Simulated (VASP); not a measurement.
A run of VASP 6.6.1 is set up as follows.

The input INCAR:

```
SYSTEM = Cu
PREC = Accurate
ENCUT = 520
EDIFF = 1E-7
ISMEAR = -1
SIGMA = 0.03
LREAL = .False.
LASPH = .True.
NELM = 100
ALGO = Normal
ISIF = 2
LWAVE = .False.
LCHARG = .True.
GGA = PS
LELF = .True.
LVHAR = .True.
NBANDS = 12
```

KPOINTS

```
regular mesh
0
Gamma
  17 17 17
  0 0 0
```

The input POSCAR:

```
Cu
1.0
    0.0000000000      1.8075000000      1.7894250000
    1.8075000000      0.0000000000      1.7894250000
    1.8075000000      1.8075000000      0.0000000000
Cu
1
Direct
    0.0000000000      0.0000000000      0.0000000000
```

Potentials or basis: VASP PAW PBE potentials, release 64 (Cu).

Run with:

```bash
$ cat potpaw_PBE.64/Cu/POTCAR > POTCAR
$ mpirun -np 1 vasp_std > vasp.out
```

(1) Predict the pressure.

## Answers

(1) -4.6 GPa.

Caveat: the cell differs from its parent crystal (zz strain of -1 %); the PAW data sets were made with another functional, which shifts forces and pressure a little.
